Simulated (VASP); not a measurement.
Write the native input for VASP 6.6.1 that does the following.

```yaml
Task: single point
Functional: PBE
Potentials_or_basis: VASP PAW PBE potentials, release 64 (Sc_sv)
Cutoff: 520 eV
k_mesh: 15 × 15 × 10
Occupations: gaussian, width 0.15 eV
Spin: no spin polarisation
Dipole_correction: no
Further_INCAR_settings: ALGO = Fast; EDIFF = 1e-06; NBANDS = 18
```

The structure of Sc lies in POSCAR:

```
Sc
1.0
    3.3748000000      0.0000000000      0.0000000000
   -1.6874000000      2.9226625327      0.0000000000
    0.0000000000      0.0000000000      5.5756000000
Sc
2
Direct
    0.3333333333      0.6666666667      0.2500000000
    0.6666666667      0.3333333333      0.7500000000
```

These files were run (other wordings do the same):

INCAR

```
PREC = Accurate
ENCUT = 520
EDIFF = 1E-6
ISMEAR = 0
SIGMA = 0.15
LREAL = F
LASPH = T
NELM = 80
ALGO = Fast
ISIF = 2
LWAVE = F
LCHARG = F
GGA = PE
NBANDS = 18
```

KPOINTS

```
regular mesh
0
Gamma
  15 15 10
```

Potentials or basis: VASP PAW PBE potentials, release 64 (Sc_sv).

Launch:

```bash
$ cat potpaw_PBE.64/Sc_sv/POTCAR > POTCAR
$ mpirun -np 1 vasp_std > vasp.out
```

Results of the run:

```
Pressure               : -4.7 GPa
Band gap on the k mesh : zero (bands 11 and 12 overlap by 1.04 eV)
```

Caveat: the cell stands under tension.

Run time: 2.5 min on 1 thread of Intel(R) Xeon(R) Platinum 8488C (Sapphire Rapids) (shared host), peak memory 0.27 GiB.
